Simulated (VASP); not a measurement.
Wanted: the native input for a VASP 6.6.1 run.

| Quantity | Value |
| --- | --- |
| Task | single point |
| Functional | LDA |
| Potentials or basis | VASP PAW LDA potentials, release 64 (Ta_pv, Ru_pv) |
| Cutoff | 520 eV |
| k mesh | 11 × 11 × 11 |
| Occupations | fermi-dirac, width 0.05 eV |
| Spin | no spin polarisation |
| Dipole correction | no |
| Further INCAR settings | ALGO = Normal; EDIFF = 1e-07; NBANDS = 20 |

The structure of TaRu lies in POSCAR:

```
TaRu
1.0
    3.1788420000      0.0000000000      0.0000000000
    0.0000000000      3.1788420000      0.0000000000
    0.0000000000      0.0000000000      3.1788420000
Ta Ru
1 1
Direct
    0.5000000000      0.5000000000      0.5000000000
    0.0000000000      0.0000000000      0.0000000000
```

One way to write it, as run:

INCAR

```
SYSTEM = TaRu
PREC = Accurate ; ENCUT = 520
EDIFF = 1E-7 ; ISMEAR = -1
SIGMA = 0.05 ; LREAL = .FALSE.
LASPH = .TRUE. ; NELM = 80
ALGO = Normal ; ISIF = 2
LWAVE = .FALSE. ; LCHARG = .FALSE.
NBANDS = 20
```

KPOINTS

```
Automatic mesh
0
G
  11 11 11
  0 0 0
```

Potentials or basis: VASP PAW LDA potentials, release 64 (Ta_pv, Ru_pv).

The run is started by

```console
$ cat potpaw_LDA.64/Ta_pv/POTCAR potpaw_LDA.64/Ru_pv/POTCAR > POTCAR
$ mpirun -np 1 vasp_std > vasp.out
```

It gave:

The pressure is -13.7 GPa.

Run time: 11 s on 1 thread of AMD EPYC 9R45 (Zen 5) (shared host), peak memory 0.12 GiB.
